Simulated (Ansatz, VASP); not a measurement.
Two plane-wave programs on Co

```
Co
1.0
     2.24984    0.00000    0.00000
     0.00000    2.24984    0.00000
     0.00000    0.00000    2.24984
Co
1
Direct
  0.00000 0.00000 0.00000
```

Alike in both runs: task single point; functional PBEsol; k mesh 16 × 16 × 16; occupations fermi-dirac, width 0.1 eV; no spin polarisation.

```csv
,VASP,Ansatz
version,VASP 6.6.1,Ansatz 0.2.0
potentials or method,"VASP PAW PBE potentials, release 64 (Co_sv), cutoff 690 eV","plane waves (420 eV) with PAW, scalar-relativistic"
valence electrons in the cell,17,17
```

```csv
,VASP,Ansatz,Ansatz less VASP
pressure (GPa),-1.0,0.1,+1.08
```

VASP's potentials were made for PBE, not for PBEsol, and Ansatz warns of the same on its side.
